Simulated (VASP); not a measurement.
# As (Pm-3m) in VASP: settings compared, part 2 of 2

VASP 6.6.1. Earlier steps stand in the parts before.

### 3 Single point, PBE

This run uses another cell than the first one, of 20.47 Å³/atom, 1.074 times its volume.

Contents of INCAR:

```
  PREC = Accurate
  ENCUT = 520
  EDIFF = 1E-6
  ISMEAR = -1
  SIGMA = 0.3
  LREAL = F
  LASPH = T
  NELM = 100
  ALGO = Normal
  ISIF = 2
  LWAVE = F
  LCHARG = F
  GGA = PE
  NBANDS = 8
```

Contents of KPOINTS:

```
regular mesh
0
Gamma
  7 7 7
```

Contents of POSCAR:

```
As
1.0
    2.7354548141      0.0000000000      0.0000000000
    0.0000000000      2.7354548141      0.0000000000
    0.0000000000      0.0000000000      2.7354548141
As
1
Direct
    0.5000000000      0.5000000000      0.5000000000
```

Potentials or basis: VASP PAW PBE potentials, release 64 (As).

Started as:

```
$ cat potpaw_PBE.64/As/POTCAR > POTCAR
$ mpirun -np 1 vasp_std > vasp.out
```

OUTCAR:

```text
PREC = Accurate
   ENCUT = 520
   EDIFF = 1E-6
   ISMEAR = -1
   LREAL = F
   LASPH = T
   NELM = 100
   ISIF = 2
   GGA = PE

 ion  position               nearest neighbor table
   1  0.500  0.500  0.500-

  LATTYP: Found a simple cubic cell.
 ALAT       =     2.7354548141

  Lattice vectors:

 A1 = (   2.7354548141,   0.0000000000,   0.0000000000)
 A2 = (   0.0000000000,   2.7354548141,   0.0000000000)
 A3 = (   0.0000000000,   0.0000000000,   2.7354548141)

Analysis of symmetry for initial positions (statically):
=====================================================================
 Subroutine PRICEL returns:
 Original cell was already a primitive cell.

 Routine SETGRP: Setting up the symmetry group for a
 simple cubic supercell.

 Subroutine GETGRP returns: Found 48 space group operations
[... 9 lines left out ...]

 Routine SETGRP: Setting up the symmetry group for a
 simple cubic supercell.

 Subroutine GETGRP returns: Found 48 space group operations
[... 11 lines left out ...]
                                     Primitive cell

  volume of cell :      20.4686

  direct lattice vectors                    reciprocal lattice vectors
     2.735454814  0.000000000  0.000000000     0.365569921  0.000000000  0.000000000
     0.000000000  2.735454814  0.000000000     0.000000000  0.365569921  0.000000000
     0.000000000  0.000000000  2.735454814     0.000000000  0.000000000  0.365569921

  length of vectors
     2.735454814  2.735454814  2.735454814     0.365569921  0.365569921  0.365569921

  position of ions in fractional coordinates (direct lattice)
     0.500000000  0.500000000  0.500000000

  ion indices of the primitive-cell ions
   primitive index   ion index
                 1           1

----------------------------------------------------------------------------------------

 KPOINTS: regular mesh

Automatic generation of k-mesh.
 Grid dimensions read from file:
 generate k-points for:    7    7    7

 Generating k-lattice:

  Cartesian coordinates                     Fractional coordinates (reciprocal lattice)
     0.052224274  0.000000000  0.000000000     0.142857143  0.000000000  0.000000000
     0.000000000  0.052224274  0.000000000     0.000000000  0.142857143  0.000000000
     0.000000000  0.000000000  0.052224274     0.000000000  0.000000000  0.142857143

  Length of vectors
     0.052224274  0.052224274  0.052224274

  Shift w.r.t. Gamma in fractional coordinates (k-lattice)
     0.000000000  0.000000000  0.000000000

 Subroutine IBZKPT returns following result:
 ===========================================

 Found     20 irreducible k-points:

 Following reciprocal coordinates:
            Coordinates               Weight
  0.000000  0.000000  0.000000      1.000000
  0.142857  0.000000  0.000000      6.000000
  0.285714  0.000000  0.000000      6.000000
  0.428571  0.000000  0.000000      6.000000
  0.142857  0.142857  0.000000     12.000000
  0.285714  0.142857  0.000000     24.000000
[... 12 lines left out ...]
  0.428571  0.428571  0.285714     24.000000
  0.428571  0.428571  0.428571      8.000000
   k-points           NKPTS =     20   k-points in BZ     NKDIM =     20   number of bands    NBANDS=      8
   number of dos      NEDOS =    301   number of ions     NIONS =      1
   total plane-waves  NPLWV =   8000
   dimension x,y,z NGX =    20 NGY =   20 NGZ =   20
   dimension x,y,z NGXF=    40 NGYF=   40 NGZF=   40
   ions per type =               1
   NGX,Y,Z   is equivalent  to a cutoff of  12.15, 12.15, 12.15 a.u.
   NGXF,Y,Z  is equivalent  to a cutoff of  24.31, 24.31, 24.31 a.u.
 SYSTEM =  unknown system
   PREC   = accura    normal or accurate (medium, high low for compatibility)
   ISTART =      0    job   : 0-new  1-cont  2-samecut
   ICHARG =      2    charge: 1-file 2-atom 10-const
   ISPIN  =      1    spin polarized calculation?
   LNONCOLLINEAR =      F non collinear calculations
   LSORBIT =      F    spin-orbit coupling
   LASPH  =      T    aspherical Exc in radial PAW
   ENCUT  =  520.0 eV  38.22 Ry    6.18 a.u.   5.09  5.09  5.09*2*pi/ulx,y,z
   NELM   =    100;   NELMIN=  2; NELMDL= -5     # of ELM steps
   EDIFF  = 0.1E-05   stopping-criterion for ELM
   LREAL  =      F    real-space projection
   EDIFFG = 0.1E-04   stopping-criterion for IOM
   NSW    =      0    number of steps for IOM
   IBRION =     -1    ionic relax: 0-MD 1-quasi-New 2-CG
   NFREE  =      0    steps in history (QN), initial steepest desc. (CG)
   ISIF   =      2    stress and relaxation
   ISYM   =      2    0-nonsym 1-usesym 2-fastsym
   POTIM  = 0.5000    time-step for ionic-motion
   TEBEG  =    0.0;   TEEND  =   0.0 temperature during run
   PSTRESS=    0.0 pullay stress
   NELECT =       5.0000    total number of electrons
   NUPDOWN=      -1.0000    fix difference up-down
   EMIN   =  10.00;   EMAX   =-10.00  energy-range for DOS
   EFERMI =   0.00;   METHOD = LEGACY
   ISMEAR =    -1;   SIGMA  =   0.30  broadening in eV -4-tet -1-fermi 0-gaus
   EFERMI_NEDOS =   21; number of points for ismear=-14 and -15
   IALGO  =     38    algorithm
   IMIX   =      4    mixing-type and parameters
     AMIX     =   0.40;   BMIX     =  1.00
     AMIX_MAG =   1.60;   BMIX_MAG =  1.00
  volume/ion in A,a.u.               =      20.47       138.13
  Fermi-wavevector in a.u.,A,eV,Ry     =   1.023376  1.933900 14.249364  1.047299
  Thomas-Fermi vector in A             =   2.157106
   LORBIT       =      0    0 simple, 1 ext, 2 COOP (PROOUT), +10 PAW based schemes
   GGA     = PE    functional components
   LHFCALC =     F    Hartree Fock is set to
   AEXX    =    0.0000 exact exchange contribution
   IVDW    =     0    specifies the selected vdW correction
   LEPSILON=     F    determine dielectric tensor
   LRPA    =     F    only Hartree local field effects (RPA)
 non-spin polarized calculation
  energy-cutoff  :      520.00
  volume of cell :       20.47
 maximum number of plane-waves:       564
   NGX = 11   NGY = 11   NGZ = 11

 number of electron       5.0000001 magnetization

 Free energy of the ion-electron system (eV)
  ---------------------------------------------------
  ext. energy  EPLUGINS =         0.00000000
  ---------------------------------------------------
  free energy    TOTEN  =        -4.65386341 eV

  energy without entropy =       -4.53809178  energy(sigma->0) =       -4.59597759

 E-fermi :   5.4764     XC(G=0): -10.2799

 val. band max:        5.0026420174   @ k =   0.4286   0.2857   0.1429
 cond. band min:       5.4775242812   @ k =   0.4286   0.2857   0.2857
 fundamental gap:      0.4748822638
 Fermi energy:         5.4764064217

 k-point     1 :       0.0000    0.0000    0.0000
  band No.  band energies     occupation
      1      -9.1260      2.00000
      2       9.5639      0.00000
      3       9.5639      0.00000
      4       9.5639      0.00000
      5      14.0086      0.00000
      6      14.0086      0.00000
      7      15.7923      0.00000
      8      30.0122      0.00000

 k-point     2 :       0.1429    0.0000    0.0000
  band No.  band energies     occupation
      1      -8.7652      2.00000
      2       6.3306      0.10965
      3       9.8759      0.00000
      4       9.8759      0.00000
      5      14.3339      0.00000
      6      15.4594      0.00000
      7      18.5329      0.00000
      8      26.4633      0.00000

 k-point     3 :       0.2857    0.0000    0.0000
  band No.  band energies     occupation
      1      -7.7381      2.00000
      2       2.2765      1.99995
      3      10.7036      0.00000
      4      10.7036      0.00000
      5      15.2482      0.00000
      6      16.6615      0.00000
      7      22.7880      0.00000
      8      22.7880      0.00000
[... 166 lines left out ...]
 k-point    19 :       0.4286    0.4286    0.2857
  band No.  band energies     occupation
      1      -2.2278      2.00000
      2       2.8582      1.99968
      3       3.0724      1.99934
      4       7.0659      0.00995
      5      10.4220      0.00000
      6      14.3897      0.00000
      7      14.6012      0.00000
      8      19.7944      0.00000

 k-point    20 :       0.4286    0.4286    0.4286
  band No.  band energies     occupation
      1      -0.7713      2.00000
      2       3.8191      1.99205
      3       3.8191      1.99205
      4       4.3587      1.95294
      5      11.5697      0.00000
      6      12.1016      0.00000
      7      12.1016      0.00000
      8      16.7929      0.00000

------------------------ aborting loop because EDIFF is reached ----------------------------------------

  FORCE on cell =-STRESS in cart. coord.  units (eV):
  Direction    XX          YY          ZZ          XY          YZ          ZX
  --------------------------------------------------------------------------------------
  -------------------------------------------------------------------------------------
  Total        0.0199968      0.0199968      0.0199968     -0.0000000     -0.0000000     -0.0000000
  in kB        1.5652488      1.5652488      1.5652488     -0.0000000     -0.0000000     -0.0000000
  external PRESSURE =       1.5652488 kB  Pullay stress =       0.0000000 kB

 VOLUME and BASIS-vectors are now :
 -----------------------------------------------------------------------------
  energy-cutoff  :      520.00
  volume of cell :       20.47
      direct lattice vectors                 reciprocal lattice vectors
     2.735454814  0.000000000  0.000000000     0.365569921  0.000000000  0.000000000
     0.000000000  2.735454814  0.000000000     0.000000000  0.365569921  0.000000000
     0.000000000  0.000000000  2.735454814     0.000000000  0.000000000  0.365569921

 POSITION                                       TOTAL-FORCE (eV/Angst)
 -----------------------------------------------------------------------------------
      1.36773      1.36773      1.36773         0.000000      0.000000      0.000000
 -----------------------------------------------------------------------------------
    total drift:                                0.000000      0.000000      0.000000

  FREE ENERGIE OF THE ION-ELECTRON SYSTEM (eV)
  ---------------------------------------------------
  free  energy   TOTEN  =        -4.6538634112 eV

  energy  without entropy=       -4.5380917751  energy(sigma->0) =       -4.59597759
```

OSZICAR:

```text
N       E                     dE             d eps       ncg     rms          rms(c)
DAV:   1     0.867768570495E+01    0.86777E+01   -0.22669E+03   320   0.477E+02
DAV:   2    -0.450217211494E+01   -0.13180E+02   -0.12629E+02   424   0.599E+01
DAV:   3    -0.464881121172E+01   -0.14664E+00   -0.14651E+00   400   0.920E+00
DAV:   4    -0.464897145358E+01   -0.16024E-03   -0.16024E-03   496   0.335E-01
DAV:   5    -0.464897149434E+01   -0.40762E-07   -0.40395E-07   408   0.379E-03    0.199E+00
DAV:   6    -0.465173165748E+01   -0.27602E-02   -0.67368E-04   440   0.198E-01    0.118E+00
DAV:   7    -0.465380747415E+01   -0.20758E-02   -0.18517E-03   376   0.317E-01    0.809E-02
DAV:   8    -0.465386094002E+01   -0.53466E-04   -0.65261E-05   408   0.593E-02    0.429E-03
DAV:   9    -0.465386305560E+01   -0.21156E-05   -0.15647E-06   432   0.880E-03    0.233E-03
DAV:  10    -0.465386341123E+01   -0.35563E-06   -0.72374E-07   360   0.541E-03
   1 F= -.46538634E+01 E0= -.45959776E+01  d E =-.115772E+00
```

It took 4.2 s on 1 thread of Intel Xeon 8259CL, shared host; peak memory 0.12 GiB.

Results:

```
Free energy : -4.6539 eV
Pressure    : 0.2 GPa
```

### 4 Single point, PBE+D4

This run uses another cell than the first one, of 19.60 Å³/atom, 1.028 times its volume.

Contents of INCAR:

```
  PREC = Accurate
  ENCUT = 520
  EDIFF = 1E-7
  ISMEAR = -1
  SIGMA = 0.3
  LREAL = False
  LASPH = True
  NELM = 60
  ALGO = Normal
  ISIF = 2
  LWAVE = False
  LCHARG = False
  GGA = PE
  IVDW = 13
  NBANDS = 8
```

Contents of KPOINTS:

```
Automatic mesh
0
Gamma
  7 7 7
```

Contents of POSCAR:

```
As
1.0
    2.6960881554      0.0000000000      0.0000000000
    0.0000000000      2.6960881554      0.0000000000
    0.0000000000      0.0000000000      2.6960881554
As
1
Direct
    0.5000000000      0.5000000000      0.5000000000
```

Started as:

```
$ cat potpaw_PBE.64/As/POTCAR > POTCAR
$ mpirun -np 1 vasp_std > vasp.out
```

Run time: 5.1 s. Hardware: 1 thread of Intel Xeon 8259CL, shared host; peak memory 0.12 GiB.

The run converged. Its results:

```
Free energy                : -5.1358 eV
Pressure                   : 0.2 GPa
Dispersion energy per atom : -0.493 eV
```

Levels at points of the mesh, in eV from the Fermi level:
```csv
k point,band 1,band 2,band 3,band 4,band 5
"(0.00, 0.00, 0.00)",-14.99,4.25,4.25,4.25,8.57
```

Caveat: pairwise dispersion overbinds metals, which lowers pressure and volume.

### 5 Overview

```tsv
level	cell	gap on the mesh (eV)	pressure (GPa)
revPBE+D3(BJ)	a = 2.671 Å, 1 atom	none	0.2
PBE	a = 2.735 Å, 1 atom	none	0.2
PBE+D4	a = 2.696 Å, 1 atom	none	0.2
```

Alike in all rows: task single point; potentials or basis VASP PAW PBE potentials, release 64 (As); no spin polarisation; k mesh 7 × 7 × 7; cutoff (eV) 520; smearing fermi-dirac 0.3 eV.

Caveats: pairwise dispersion overbinds metals, which lowers pressure and volume (some runs); the PAW data sets were made with another functional, which shifts forces and pressure a little (some runs).

Absolute energies hang on the potentials; compare differences alone.
